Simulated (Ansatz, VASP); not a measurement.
**Ta3N: VASP beside Ansatz**

```
Ta N
1.0
     3.12754    0.00000    0.00000
    -1.56377    2.52534    0.00000
     0.00000    0.00000    7.55759
Ta N
3 1
Cartesian
  0.0000 0.0000 3.7788
  0.0000 1.6836 1.3120
  1.5638 0.8418 6.2456
  0.0000 0.0000 0.0000
```

Change from the starting cell: strain +0.0350 x Voigt [1, -1, 0, 0, 0, 0], atoms carried along.

Alike in both runs: task single point; functional PBE; k mesh 18 × 18 × 6; occupations gaussian, width 0.15 eV; no spin polarisation.

```csv
,VASP,Ansatz
version,VASP 6.6.1,Ansatz 0.2.0
potentials or method,"VASP PAW PBE potentials, release 64 (Ta_pv, N), cutoff 520 eV","scalar-relativistic, plane waves, PAW"
valence electrons in the cell,38,44
```

VASP gave:

| Quantity | Value |
| --- | --- |
| gap on the k mesh at the Fermi level (eV) | none |
| pressure (GPa) | 1.0 |
| traceless stress, the component that is largest in VASP (GPa) | 5.17 |
| rms of the force components (eV/Å) | 0.138 |

Q: Which values does Ansatz return?

A: gap on the k mesh at the Fermi level (eV): none; pressure (GPa): 0.7; traceless stress, the component that is largest in VASP (GPa): 5.18; rms of the force components (eV/Å): 0.128.

Atom by atom the forces differ by 0.020 eV/Å (rms over components). A gap of «none» marks a metal or a gap that the smearing closes. VASP's potentials hold 38 valence electrons a cell and Ansatz's 44, so a difference there can come from the potentials and not from the codes.

Spin-orbit coupling is off throughout.
